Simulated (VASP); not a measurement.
## CuF: single point with r2SCAN

Crystal: CuF.

```
CELL_PARAMETERS angstrom
2.76254 0.00000 0.00000
-1.38127 2.39243 0.00000
0.00000 0.00000 6.40198
ATOMIC_POSITIONS crystal
Cu 0.00000 0.00000 0.00000
Cu 0.00000 0.00000 0.50000
F 0.33333 0.66667 0.25000
F 0.66667 0.33333 0.75000
```

```yaml
Program: VASP 6.6.1
Task: single point
Functional: r2SCAN
Potentials_or_basis: VASP PAW PBE potentials, release 64 (Cu, F)
Cutoff: 520 eV
k_mesh: 12 × 12 × 4
Occupations: fermi-dirac, width 0.02 eV
Spin: no spin polarisation
Dipole_correction: no
Further_INCAR_settings: ALGO = Normal; EDIFF = 1e-07; NBANDS = 26
```

```json
{"Pressure": "0.1 GPa", "Band gap on the k mesh": "zero (bands 18 and 19 overlap by 0.40 eV)"}
```

Stress tensor (GPa, compression positive):
```
-0.03  0.00  0.00
 0.00 -0.03  0.00
 0.00  0.00  0.41
```

Levels at points of the mesh, in eV from the Fermi level:
```tsv
k point	band 15	band 16	band 17	band 18	band 19	band 20	band 21	band 22
(0.00, 0.00, 0.00)	-0.66	-0.66	-0.51	-0.39	-0.39	3.62	5.93	13.60
(0.50, 0.00, 0.00)	-0.39	-0.33	-0.15	0.01	4.25	5.91	6.46	6.89
(0.00, 0.00, 0.50)	-0.56	-0.56	-0.56	-0.56	0.93	0.93	9.23	9.23
(0.50, 0.00, 0.50)	-0.45	-0.45	-0.37	-0.37	4.67	4.67	7.23	7.23
```

Wall time 2.6 min on 1 thread of Intel(R) Xeon(R) Platinum 8488C (Sapphire Rapids), on a shared host, peak memory 0.2 GiB.

Caveat: semilocal functionals underestimate gaps, and a narrow one can read as zero; the PAW data sets were made with another functional, which shifts forces and pressure a little. With open d or f shells a metallic result of r2SCAN can be an artefact of self-interaction; +U or a hybrid may open a gap.
